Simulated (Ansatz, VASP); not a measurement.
**LaB6 in VASP and in Ansatz**

```xyz
7
Lattice="4.1798 0.0000 0.0000 0.0000 4.1798 0.0000 0.0000 0.0000 4.1798" Properties=species:S:1:pos:R:3 pbc="T T T"
La    0.0000    0.0000    0.0000
B     0.8374    2.0899    2.0899
B     3.3424    2.0899    2.0899
B     2.0899    2.0899    0.8374
B     2.0899    2.0899    3.3424
B     2.0899    0.8374    2.0899
B     2.0899    3.3424    2.0899
```

Alike in both runs: functional r2SCAN; k mesh 8 × 8 × 8; occupations gaussian, width 0.05 eV; no spin polarisation.

Ansatz relaxed the structure, and its values are those at the end. VASP's run is a single point on that final structure, the one shown.

```csv
,VASP,Ansatz
version,VASP 6.6.1,Ansatz 0.2.0
potentials or method,"VASP PAW PBE potentials, release 64 (La, B), cutoff 520 eV","scalar-relativistic, plane waves, PAW"
valence electrons in the cell,29,29
```

```csv
,VASP,Ansatz,Ansatz less VASP
gap on the k mesh at the Fermi level (eV),none,none,-
pressure (GPa),-3.5,-3.4,+0.02
rms of the force components (eV/Å),0.011,0.000,-0.0106
```

VASP's potentials were made for PBE, not for r2SCAN. A gap of «none» marks a metal or a gap that the smearing closes. Ansatz's warnings: stress scf threshold loose.

Neither program's run includes spin-orbit coupling.
